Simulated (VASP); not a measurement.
# MnO (Fm-3m) in VASP: a series of runs

MnO is run at these levels: revPBE+D3(BJ), PBEsol+D3(BJ), SVWN5; tasks: relaxation of cell and atoms, single point.

All numbers are computed with VASP 6.6.1; they aren't measurements. Logs are shortened: lines on timing, memory, paths and dates and some standing lists are left out, and cuts for length are marked.

### Step 1. The cell of the first run

The structure is cubic, space group Fm-3m (No. 225). Conventional cell: a = 4.448 Å, b = 4.448 Å, c = 4.448 Å, α = 90.00°, β = 90.00°, γ = 90.00°. Mn (site symmetry m-3m) has 6 O at 2.22 Å within 2.9 Å. O (site symmetry m-3m) has 6 Mn at 2.22 Å within 2.9 Å.

### Step 2. Relaxation of cell and atoms, revPBE+D3(BJ), collinear spin, ferromagnetic start

INCAR

```
SYSTEM = MnO
  PREC = Accurate
  ENCUT = 600
  EDIFF = 1E-6
  ISMEAR = -1
  SIGMA = 0.05
  LREAL = .False.
  LASPH = .True.
  NELM = 150
  ALGO = Normal
  ISIF = 3
  LWAVE = .False.
  LCHARG = .False.
  ISPIN = 2
  MAGMOM = 4 0
  LORBIT = 11
  LMAXMIX = 4
  GGA = RE
  IVDW = 12
  IBRION = 2
  NSW = 60
  EDIFFG = -0.01
```

KPOINTS

```
Automatic mesh
0
Gamma
  10 10 10
  0 0 0
```

POSCAR

```
MnO
1.0
    0.0000000000      2.2239077028      2.2239077028
    2.2239077028      0.0000000000      2.2239077028
    2.2239077028      2.2239077028      0.0000000000
Mn O
1 1
Direct
    0.0000000000      0.0000000000      0.0000000000
    0.5000000000      0.5000000000      0.5000000000
```

Potentials or basis: VASP PAW PBE potentials, release 64 (Mn_pv, O).

The run is started by

```sh
> cat potpaw_PBE.64/Mn_pv/POTCAR potpaw_PBE.64/O/POTCAR > POTCAR
> mpirun -np 1 vasp_std > vasp.out
```

OUTCAR:

```text
SYSTEM = MnO
   PREC = Accurate
   ENCUT = 600
   EDIFF = 1E-6
   ISMEAR = -1
   LREAL = .False.
   LASPH = .True.
   NELM = 150
   ISIF = 3
   ISPIN = 2
   LORBIT = 11
   GGA = RE
   IVDW = 12
   IBRION = 2
   NSW = 60
   EDIFFG = -0.01
 IVDW          = 12

 ion  position               nearest neighbor table
   1  0.000  0.000  0.000-   2 2.22   2 2.22   2 2.22   2 2.22   2 2.22   2 2.22
   2  0.500  0.500  0.500-   1 2.22   1 2.22   1 2.22   1 2.22   1 2.22   1 2.22

  LATTYP: Found a face centered cubic cell.
 ALAT       =     4.4478154056

  Lattice vectors:

 A1 = (   0.0000000000,   2.2239077028,   2.2239077028)
 A2 = (   2.2239077028,   0.0000000000,   2.2239077028)
 A3 = (   2.2239077028,   2.2239077028,   0.0000000000)

Analysis of symmetry for initial positions (statically):
=====================================================================
 Subroutine PRICEL returns:
 Original cell was already a primitive cell.

 Routine SETGRP: Setting up the symmetry group for a
 face centered cubic supercell.

 Subroutine GETGRP returns: Found 48 space group operations
 (whereof 48 operations were pure point group operations)
 out of a pool of 48 trial point group operations.

The static configuration has the point symmetry O_h .

Analysis of symmetry for dynamics (positions and initial velocities):
=====================================================================
 Subroutine PRICEL returns:
 Original cell was already a primitive cell.

 Routine SETGRP: Setting up the symmetry group for a
 face centered cubic supercell.

 Subroutine GETGRP returns: Found 48 space group operations
 (whereof 48 operations were pure point group operations)
 out of a pool of 48 trial point group operations.

The dynamic configuration has the point symmetry O_h .

Analysis of structural, dynamic, and magnetic symmetry:
=====================================================================
 Subroutine PRICEL returns:
 Original cell was already a primitive cell.

 Routine SETGRP: Setting up the symmetry group for a
 face centered cubic supercell.

 Subroutine GETGRP returns: Found 48 space group operations
 (whereof 48 operations were pure point group operations)
 out of a pool of 48 trial point group operations.

The overall configuration has the point symmetry O_h .

 Subroutine INISYM returns: Found 48 space group operations
 (whereof 48 operations are pure point group operations),
[... 96 lines left out ...]
   EDIFF  = 0.1E-05   stopping-criterion for ELM
   LREAL  =      F    real-space projection
   EDIFFG = -.1E-01   stopping-criterion for IOM
   NSW    =     60    number of steps for IOM
   IBRION =      2    ionic relax: 0-MD 1-quasi-New 2-CG
   NFREE  =      1    steps in history (QN), initial steepest desc. (CG)
   ISIF   =      3    stress and relaxation
   ISYM   =      2    0-nonsym 1-usesym 2-fastsym
   POTIM  = 0.5000    time-step for ionic-motion
   TEBEG  =    0.0;   TEEND  =   0.0 temperature during run
   PSTRESS=    0.0 pullay stress
   NELECT =      19.0000    total number of electrons
   NUPDOWN=      -1.0000    fix difference up-down
   EMIN   =  10.00;   EMAX   =-10.00  energy-range for DOS
   EFERMI =   0.00;   METHOD = LEGACY
   ISMEAR =    -1;   SIGMA  =   0.05  broadening in eV -4-tet -1-fermi 0-gaus
   EFERMI_NEDOS =   21; number of points for ismear=-14 and -15
   IALGO  =     38    algorithm
   IMIX   =      4    mixing-type and parameters
     AMIX     =   0.40;   BMIX     =  1.00
     AMIX_MAG =   1.60;   BMIX_MAG =  1.00
  volume/ion in A,a.u.               =      11.00        74.22
  Fermi-wavevector in a.u.,A,eV,Ry     =   1.559071  2.946217 33.071721  2.430703
  Thomas-Fermi vector in A             =   2.662483
   LORBIT       =     11    0 simple, 1 ext, 2 COOP (PROOUT), +10 PAW based schemes
   GGA     = RE    functional components
   LHFCALC =     F    Hartree Fock is set to
   AEXX    =    0.0000 exact exchange contribution
   IVDW    =    12    specifies the selected vdW correction
   LEPSILON=     F    determine dielectric tensor
   LRPA    =     F    only Hartree local field effects (RPA)
 conjugate gradient relaxation of ions
 spin polarized calculation
  energy-cutoff  :      600.00
  volume of cell :       22.00
 maximum number of plane-waves:       754
 NGX is ok and might be reduce to    28
   NGX = 13   NGY = 13   NGZ = 13

--------------------------------------- Ionic step        1  -------------------------------------------

 number of electron      18.9999997 magnetization       4.8128043

 Free energy of the ion-electron system (eV)
  ---------------------------------------------------
  ext. energy  EPLUGINS =         0.00000000
  ---------------------------------------------------
  free energy    TOTEN  =       -15.80348834 eV

  energy without entropy =      -15.79702596  energy(sigma->0) =      -15.80025715

------------------------ aborting loop because EDIFF is reached ----------------------------------------

 Edisp (eV)   -1.11283

 E8    (eV) :    -0.7488
[... 1858 lines left out ...]
      4     -13.3797      1.00000
      5      -0.3444      1.00000
      6       0.9751      1.00000
      7       1.0904      1.00000
      8       4.3745      0.00000
      9       5.3326      0.00000
     10       5.4908      0.00000
     11       5.6545      0.00000
     12       5.6613      0.00000
     13       8.2257      0.00000
     14      11.8719      0.00000
     15      13.5614      0.00000

 [... further k-points ...]

[... ionic steps 4 to 15 ...]

--------------------------------------- Ionic step       16  -------------------------------------------

 number of electron      18.9999995 magnetization       4.8196384

------------------------ aborting loop because EDIFF is reached ----------------------------------------
[... 75 lines left out ...]
--------------------------------------- Ionic step       18  -------------------------------------------

 number of electron      18.9999995 magnetization       4.8193518

 Free energy of the ion-electron system (eV)
  ---------------------------------------------------
  ext. energy  EPLUGINS =         0.00000000
  ---------------------------------------------------
  free energy    TOTEN  =       -15.80587580 eV

  energy without entropy =      -15.79937322  energy(sigma->0) =      -15.80262451

 E-fermi :   7.5764     XC(G=0): -11.6659

 val. band max:        7.5647990050   @ k =   0.4000   0.0000   0.0000
 cond. band min:       7.6999764066   @ k =  -0.3000   0.2000   0.0000
 fundamental gap:      0.1351774016
 Fermi energy:         7.5764088977
[... 903 lines left out ...]
  FREE ENERGIE OF THE ION-ELECTRON SYSTEM (eV)
  ---------------------------------------------------
  free  energy   TOTEN  =       -16.9898422933 eV

  energy  without entropy=      -16.9833397126  energy(sigma->0) =      -16.98659100

 reached required accuracy - stopping structural energy minimisation

 total charge

# of ion       s       p       d       tot
------------------------------------------
    1        0.199   6.173   4.968  11.340
    2        1.561   3.425   0.000   4.986
--------------------------------------------------
tot          1.760   9.598   4.968  16.325

 magnetization (x)

# of ion       s       p       d       tot
------------------------------------------
    1        0.034   0.027   4.315   4.376
    2        0.029   0.170   0.000   0.200
--------------------------------------------------
tot          0.063   0.197   4.315   4.576
```

OSZICAR:

```text
N       E                     dE             d eps       ncg     rms          rms(c)
DAV:   1     0.172427608874E+03    0.17243E+03   -0.12114E+04  2828   0.164E+03
DAV:   2    -0.959526843957E+01   -0.18202E+03   -0.17171E+03  3093   0.411E+02
[... 246 lines left out ...]
DAV:   1    -0.158058969954E+02    0.36139E-05   -0.31114E-07  1410   0.702E-03    0.139E-03
DAV:   2    -0.158058970737E+02   -0.78255E-07   -0.42411E-08  1410   0.276E-03
  17 F= -.16989842E+02 E0= -.16986591E+02  d E =-.369823E-06  mag=     4.8195
       N       E                     dE             d eps       ncg     rms          rms(c)
DAV:   1    -0.158058761795E+02    0.20816E-04   -0.76953E-06  2827   0.411E-02    0.671E-03
DAV:   2    -0.158058758023E+02    0.37720E-06   -0.99660E-07  2019   0.149E-02
  18 F= -.16989842E+02 E0= -.16986591E+02  d E =-.750843E-06  mag=     4.8194
```

CONTCAR:

```text
MnO
   1.00000000000000
     0.0000000000000000    2.2272028805877802    2.2272028805877802
     2.2272028805877802    0.0000000000000000    2.2272028805877802
     2.2272028805877802    2.2272028805877802    0.0000000000000000
  Mn              O
     1     1
Direct
     0.0000000000000000    0.0000000000000000    0.0000000000000000
     0.5000000000000000    0.5000000000000000    0.5000000000000000

  0.00000000E+00  0.00000000E+00  0.00000000E+00
  0.00000000E+00  0.00000000E+00  0.00000000E+00
```

It took 5.5 min on 1 thread of Intel Xeon 6975P-C (Granite Rapids), shared host; peak memory 0.22 GiB.

What came out:

| Property | Result |
| --- | --- |
| Free energy | -16.9898 eV |
| Relaxed volume | 11.05 Å³/atom |
| Relaxed cell | a = 3.150 Å, b = 3.150 Å, c = 3.150 Å, α = 60.00°, β = 60.00°, γ = 60.00° |
| Space group after relaxing (to 0.05 Å) | Fm-3m (No. 225) |
| Energy gained by relaxing | 36.8 meV/atom |
| Ionic steps | 18 |
| Pressure after relaxing | 0.0 GPa |
| Net moment | 4.82 μB per cell |
| Site moments | Mn +4.38; O +0.20 μB |
| Valence electrons inside the program's atomic spheres | Mn 11.34; O 4.99 |
| Dispersion energy per atom | -0.592 eV |

Step by step:
| step | energy change (eV) | largest force (eV/Å) | pressure (GPa) | volume (Å³) |
| --- | --- | --- | --- | --- |
| 1 | 0.0000 | 0.0000 | 523.78 | 22.00 |
| 2 | 477.4515 | 0.0000 | -280.29 | 449.88 |
| 3 | 1.2359 | 0.0000 | -26.50 | 33.04 |
| 4 | 1.0894 | 0.0000 | -26.62 | 32.16 |
| 5 | 0.3177 | 0.0000 | -19.89 | 26.76 |
| 6 | 0.0562 | 0.0000 | -13.39 | 24.30 |
| 7 | -0.0269 | 0.0000 | -9.22 | 23.13 |
| 8 | -0.0561 | 0.0000 | -7.22 | 22.56 |
| 9 | -0.0678 | 0.0000 | -6.07 | 22.28 |
| 10 | -0.0727 | 0.0000 | -4.81 | 22.14 |
| 11 | -0.0724 | 0.0000 | 16.61 | 22.07 |
| 12 | -0.0732 | 0.0000 | -3.87 | 22.12 |
| 13 | -0.0735 | 0.0000 | 0.41 | 22.09 |
| 14 | -0.0735 | 0.0000 | -0.30 | 22.10 |
| 15 | -0.0672 | 0.0000 | 63.16 | 22.04 |
| 16 | -0.0735 | 0.0000 | -0.20 | 22.10 |
| 17 | -0.0735 | 0.0000 | -0.17 | 22.10 |
| 18 | -0.0735 | 0.0000 | 0.05 | 22.10 |

Final structure:
```xyz
2
Lattice="0.0000 2.2272 2.2272 2.2272 0.0000 2.2272 2.2272 2.2272 0.0000" Properties=species:S:1:pos:R:3 pbc="T T T"
Mn    0.0000    0.0000    0.0000
O     2.2272    2.2272    2.2272
```

Levels at points of the mesh, in eV from the Fermi level:
Spin up:
| k point | band 8 | band 9 | band 10 | band 11 | band 12 | band 13 | band 14 | band 15 |
| --- | --- | --- | --- | --- | --- | --- | --- | --- |
| (0.00, 0.00, 0.00) | -3.24 | -3.24 | -3.24 | -2.71 | -2.71 | -0.53 | 13.97 | 16.31 |
| (0.50, 0.00, 0.00) | -2.36 | -2.36 | -1.91 | 0.18 | 0.18 | 3.49 | 7.74 | 11.89 |
| (0.50, 0.50, 0.00) | -4.22 | -2.30 | -2.09 | -2.09 | -1.96 | 5.02 | 7.84 | 10.38 |
Spin down:
| k point | band 3 | band 4 | band 5 | band 6 | band 7 | band 8 | band 9 | band 10 | band 11 | band 12 |
| --- | --- | --- | --- | --- | --- | --- | --- | --- | --- | --- |
| (0.00, 0.00, 0.00) | -45.70 | -19.81 | -3.31 | -3.31 | -3.31 | 0.88 | 0.88 | 0.88 | 0.90 | 1.48 |
| (0.50, 0.00, 0.00) | -45.71 | -18.89 | -7.25 | -4.76 | -4.76 | 2.04 | 2.09 | 2.09 | 3.71 | 3.71 |
| (0.50, 0.50, 0.00) | -45.73 | -18.91 | -6.33 | -4.27 | -4.27 | -0.68 | 2.06 | 2.25 | 2.52 | 2.52 |

Caveat: the PAW data sets were made with another functional, which shifts forces and pressure a little; a cell with one magnetic atom can't hold antiferromagnetic order, which such compounds often take; semilocal functionals often make such compounds metallic where correlation or magnetic order opens a gap, which also shifts bond lengths; pairwise dispersion overbinds metals, which lowers pressure and volume.

### Step 3. Relaxation of cell and atoms, PBEsol+D3(BJ), collinear spin, ferromagnetic start

INCAR

```
ALGO = Normal
EDIFF = 1E-6
EDIFFG = -0.01
ENCUT = 600
GGA = PS
IBRION = 2
ISIF = 3
ISMEAR = -1
ISPIN = 2
IVDW = 12
LASPH = True
LCHARG = False
LMAXMIX = 4
LORBIT = 11
LREAL = False
LWAVE = False
MAGMOM = 4 0
NELM = 150
NSW = 60
PREC = Accurate
SIGMA = 0.05
```

KPOINTS

```
k-points
0
Gamma
  10 10 10
```

POSCAR is that of step 2.

Potentials or basis: VASP PAW PBE potentials, release 64 (Mn_pv, O).

The run is started by

```sh
> cat potpaw_PBE.64/Mn_pv/POTCAR potpaw_PBE.64/O/POTCAR > POTCAR
> mpirun -np 1 vasp_std > vasp.out
```

It took 7.2 min on 1 thread of Intel Xeon 6975P-C (Granite Rapids), shared host; peak memory 0.22 GiB.

The run converged. Its results:

```yaml
Free_energy: -17.7539 eV
Relaxed_volume: 11.03 Å³/atom
Relaxed_cell: a = 3.148 Å, b = 3.148 Å, c = 3.148 Å, α = 60.00°, β = 60.00°, γ = 60.00°
Space_group_after_relaxing_to_0.05_Å: Fm-3m (No. 225)
Energy_gained_by_relaxing: 15.6 meV/atom
Ionic_steps: 15
Pressure_after_relaxing: 0.1 GPa
Net_moment: 4.77 μB per cell
Site_moments: Mn +4.33; O +0.20 μB
Valence_electrons_inside_the_program's_atomic_spheres: Mn 11.35; O 4.94
Dispersion_energy_per_atom: -0.269 eV
```

The path:
```tsv
step	energy change (eV)	largest force (eV/Å)	pressure (GPa)	volume (Å³)
1	0.0000	0.0000	243.95	22.00
2	25.9334	0.0000	-62.92	129.99
3	3.9549	0.0000	-31.11	47.73
4	2.6420	0.0000	-30.21	41.01
5	1.1461	0.0000	-28.95	30.52
6	0.4124	0.0000	-23.02	26.03
7	0.1456	0.0000	-17.96	23.96
8	0.0425	0.0000	-15.25	22.96
9	-0.0009	0.0000	-13.29	22.48
10	-0.0200	0.0000	-12.21	22.24
11	-0.0287	0.0000	-10.76	22.12
12	-0.0310	0.0000	5.98	22.06
13	-0.0309	0.0000	-5.41	22.08
14	-0.0311	0.0000	-1.35	22.07
15	-0.0311	0.0000	0.06	22.07
```

Final structure:
```xyz
2
Lattice="0.0000 2.2262 2.2262 2.2262 0.0000 2.2262 2.2262 2.2262 0.0000" Properties=species:S:1:pos:R:3 pbc="T T T"
Mn    0.0000    0.0000    0.0000
O     2.2262    2.2262    2.2262
```

Levels at points of the mesh, in eV from the Fermi level:
Spin up:
```csv
k point,band 8,band 9,band 10,band 11,band 12,band 13,band 14,band 15
"(0.00, 0.00, 0.00)",-3.20,-3.20,-3.20,-2.68,-2.68,-0.62,16.14,16.14
"(0.50, 0.00, 0.00)",-2.30,-2.30,-1.87,0.22,0.22,3.33,7.63,11.69
"(0.50, 0.50, 0.00)",-4.22,-2.25,-2.02,-2.02,-1.90,4.88,7.69,10.25
```
Spin down:
```
           k point  band 3  band 4  band 5  band 6  band 7  band 8  band 9  band 10  band 11  band 12
(0.00, 0.00, 0.00)  -45.58  -19.71   -3.33   -3.33   -3.33    0.68    0.71     0.71     0.71     1.35
(0.50, 0.00, 0.00)  -45.59  -18.74   -7.37   -4.82   -4.82    1.91    1.95     1.95     3.63     3.63
(0.50, 0.50, 0.00)  -45.61  -18.77   -6.41   -4.31   -4.31   -0.88    1.94     2.14     2.39     2.39
```

Caveat: the PAW data sets were made with another functional, which shifts forces and pressure a little; a cell with one magnetic atom can't hold antiferromagnetic order, which such compounds often take; semilocal functionals often make such compounds metallic where correlation or magnetic order opens a gap, which also shifts bond lengths; pairwise dispersion overbinds metals, which lowers pressure and volume.

### Step 4. Single point, SVWN5, collinear spin, ferromagnetic start

This run uses another cell than the first one, of 9.44 Å³/atom, 0.858 times its volume.

INCAR

```
ALGO = Normal
EDIFF = 1E-7
ENCUT = 520
GGA = VW
ISIF = 2
ISMEAR = -1
ISPIN = 2
LASPH = True
LCHARG = False
LMAXMIX = 4
LORBIT = 11
LREAL = False
LWAVE = False
MAGMOM = 4 0
NBANDS = 20
NELM = 150
PREC = Accurate
SIGMA = 0.05
```

KPOINTS is that of step 3.

POSCAR

```
MnO
1.0
    0.0000000000      2.1135665887      2.1135665887
    2.1135665887      0.0000000000      2.1135665887
    2.1135665887      2.1135665887      0.0000000000
Mn O
1 1
Direct
    0.0000000000      0.0000000000      0.0000000000
    0.5000000000      0.5000000000      0.5000000000
```

The run is started by

```sh
> cat potpaw_PBE.64/Mn_pv/POTCAR potpaw_PBE.64/O/POTCAR > POTCAR
> mpirun -np 1 vasp_std > vasp.out
```

It took 36 s on 1 thread of AMD EPYC 7R13 (Zen 3), shared host; peak memory 0.12 GiB.

It converged, with:

| Property | Result |
| --- | --- |
| Free energy | 1.6398 eV |
| Pressure | -4.7 GPa |
| Net moment | 3.87 μB per cell |
| Site moments | Mn +3.57; O +0.14 μB |
| Valence electrons inside the program's atomic spheres | Mn 11.59; O 4.98 |

Levels at points of the mesh, in eV from the Fermi level:
Spin up:
| k point | band 8 | band 9 | band 10 | band 11 | band 12 | band 13 | band 14 | band 15 | band 16 | band 17 |
| --- | --- | --- | --- | --- | --- | --- | --- | --- | --- | --- |
| (0.00, 0.00, 0.00) | -3.02 | -3.02 | -3.02 | -2.40 | -2.40 | 0.47 | 14.55 | 17.77 | 17.77 | 17.77 |
| (0.50, 0.00, 0.00) | -1.79 | -1.79 | -1.37 | 0.92 | 0.92 | 3.98 | 9.15 | 13.00 | 13.00 | 20.78 |
| (0.50, 0.50, 0.00) | -4.41 | -1.82 | -1.40 | -1.40 | -1.16 | 6.31 | 8.71 | 11.54 | 15.39 | 15.39 |
Spin down:
| k point | band 6 | band 7 | band 8 | band 9 | band 10 | band 11 |
| --- | --- | --- | --- | --- | --- | --- |
| (0.00, 0.00, 0.00) | -4.20 | -4.20 | -0.31 | -0.31 | -0.31 | 0.43 |
| (0.50, 0.00, 0.00) | -6.15 | -6.15 | 1.21 | 1.21 | 1.27 | 3.37 |
| (0.50, 0.50, 0.00) | -5.31 | -5.31 | -2.16 | 1.15 | 1.72 | 1.73 |

Caveat: the PAW data sets were made with another functional, which shifts forces and pressure a little; a cell with one magnetic atom can't hold antiferromagnetic order, which such compounds often take; semilocal functionals often make such compounds metallic where correlation or magnetic order opens a gap, which also shifts bond lengths.

### Step 5. The runs side by side

```tsv
task	level	cell	cutoff (eV)	gap on the mesh (eV)	pressure (GPa)	moment (μB)	relaxed volume (Å³/atom)
relaxation of cell and atoms	revPBE+D3(BJ)	relaxed from a = 3.145 Å, angles 60.0°, 2 atoms	600	none	0.0	4.82	11.05
relaxation of cell and atoms	PBEsol+D3(BJ)	relaxed from a = 3.145 Å, angles 60.0°, 2 atoms	600	none	0.1	4.77	11.03
single point	SVWN5	a = 2.989 Å, angles 60.0°, 2 atoms	520	none	-4.7	3.87	-
```

Alike in all rows: potentials or basis VASP PAW PBE potentials, release 64 (Mn_pv, O); spin collinear, ferromagnetic start; k mesh 10 × 10 × 10; smearing fermi-dirac 0.05 eV.

Caveats: the PAW data sets were made with another functional, which shifts forces and pressure a little; a cell with one magnetic atom can't hold antiferromagnetic order, which such compounds often take; semilocal functionals often make such compounds metallic where correlation or magnetic order opens a gap, which also shifts bond lengths; pairwise dispersion overbinds metals, which lowers pressure and volume (some runs).

Absolute energies hang on the potentials; compare differences alone.
